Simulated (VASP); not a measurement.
The system is Pt.

```
CELL_PARAMETERS angstrom
-1.58422 1.58422 1.58422
1.58422 -1.58422 1.58422
1.58422 1.58422 -1.58422
ATOMIC_POSITIONS crystal
Pt 0.00000 0.00000 0.00000
```

| Item | Value |
| --- | --- |
| Program | VASP 6.6.1 |
| Task | relaxation of cell and atoms |
| Functional | PBE |
| Dispersion | D4 |
| Potentials or basis | VASP PAW PBE potentials, release 64 (Pt) |
| Cutoff | 600 eV |
| k mesh | 12 × 12 × 12 |
| Occupations | fermi-dirac, width 0.05 eV |
| Spin | no spin polarisation |

At the start: pressure -8.6 GPa; volume 15.90 Å³/atom.

Q: How do energy, volume and symmetry change on relaxing?

A: Over 4 steps the energy falls by 15.4 meV/atom and the volume is 15.35 Å³/atom (-3.5 %); space group Im-3m (No. 229, to 0.05 Å).

The path:
```csv
step,energy change (eV),largest force (eV/Å),pressure (GPa),volume (Å³)
1,0.0000,0.0000,-8.56,15.90
2,0.0994,0.0000,30.51,14.03
3,-0.0153,0.0000,-0.32,15.37
4,-0.0154,0.0000,-0.05,15.35
```

Final structure:
```
Pt
1.0
    -1.56573    1.56573    1.56573
     1.56573   -1.56573    1.56573
     1.56573    1.56573   -1.56573
Pt
1
Direct
  0.00000 0.00000 0.00000
```

Caveat: pairwise dispersion overbinds metals, which lowers pressure and volume.
